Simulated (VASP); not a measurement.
## Tl: single point with LDA

Crystal: Tl.

```xyz
1
Lattice="0.0000 2.4663 2.4663 2.4663 0.0000 2.4663 2.4663 2.4663 0.0000" Properties=species:S:1:pos:R:3 pbc="T T T"
Tl    0.0000    0.0000    0.0000
```

```json
{
  "Program": "VASP 6.6.1",
  "Task": "single point",
  "Functional": "LDA",
  "Potentials or basis": "VASP PAW LDA potentials, release 64 (Tl_d)",
  "Cutoff": "520 eV",
  "k mesh": "18 × 18 × 18",
  "Occupations": "gaussian, width 0.15 eV",
  "Spin": "no spin polarisation"
}
```

* Pressure: -3.4 GPa

Levels at points of the mesh, in eV from the Fermi level:
```csv
k point,band 2,band 3,band 4,band 5,band 6,band 7,band 8,band 9,band 10,band 11
"(0.00, 0.00, 0.00)",-11.43,-11.43,-11.18,-11.18,-9.68,9.88,9.88,9.88,10.98,13.93
"(0.50, 0.00, 0.00)",-11.42,-11.42,-10.96,-10.96,-5.28,-2.67,7.89,7.89,10.40,12.12
"(0.50, 0.50, 0.00)",-11.65,-10.97,-10.90,-10.90,-3.68,-1.64,3.97,3.97,7.39,8.77
```

Wall time 32 s on 1 thread of Intel(R) Xeon(R) Platinum 8488C (Sapphire Rapids) (shared host), peak memory 0.19 GiB.

Caveat: spin-orbit coupling is left out, which moves the levels of the heavy elements.
